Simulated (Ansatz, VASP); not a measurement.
Au in VASP and in Ansatz

Contents of INCAR:

```
SYSTEM = Au
PREC = Accurate
ENCUT = 520
EDIFF = 1E-7
ISMEAR = -1
SIGMA = 0.1
LREAL = .FALSE.
LASPH = .TRUE.
NELM = 80
ALGO = Normal
ISIF = 2
LWAVE = .FALSE.
LCHARG = .FALSE.
GGA = PE
NBANDS = 18
```

KPOINTS

```
regular mesh
0
G
  14 14 7
  0 0 0
```

The input POSCAR:

```
Au
1.0
    2.9539962699      0.0000000000      0.0000000000
   -1.4769981349      2.5582358124      0.0000000000
    0.0000000000      0.0000000000      4.9494509244
Au
2
Direct
    0.3333333333      0.6666666667      0.2500000000
    0.6666666667      0.3333333333      0.7500000000
```

Input for Ansatz:

```yaml
crystal:
  lattice:
    - [2.9539962699, 0.0, 0.0]
    - [-1.4769981349, 2.5582358124, 0.0]
    - [0.0, 0.0, 4.9494509244]
  atoms:
    - { symbol: Au, position: [0.3333333333, 0.6666666667, 0.25] }
    - { symbol: Au, position: [0.6666666667, 0.3333333333, 0.75] }
hamiltonian:
  xc: pbe
  pseudopotentials:
    kind: paw
    azcp:
      Au: "pseudopotentials/Au.paw.azcp"
basis:
  ecutwfc: 420
  fft_grid_basis: typed
kpoints:
  mp_grid: { grid: [14, 14, 7], shift: [0, 0, 0] }
magnetization:
  spin_polarized: false
scf:
  occupations: { method: fermi_dirac, width: 0.1 }
  lower_state_search: "off"
output:
  stress: true
  write_density: true
  write_potential: true
  elf: true
  volumetric_format: npy
```

Alike in both runs: task single point; functional PBE; k mesh 14 × 14 × 7; occupations fermi-dirac, width 0.1 eV; no spin polarisation.

|  | VASP | Ansatz |
| --- | --- | --- |
| version | VASP 6.6.1 | Ansatz 0.2.0 |
| potentials or method | VASP PAW PBE potentials, release 64 (Au), cutoff 520 eV | plane waves (420 eV) with PAW, scalar-relativistic |
| valence electrons in the cell | 22 | 38 |

|  | VASP | Ansatz | Ansatz less VASP |
| --- | --- | --- | --- |
| pressure (GPa) | -4.7 | -4.5 | +0.18 |

The functional is the same, so the differences come from potentials, cutoffs and numerics. VASP's potentials hold 22 valence electrons a cell and Ansatz's 38, so a difference there can come from the potentials and not from the codes.

Spin-orbit coupling is off throughout.
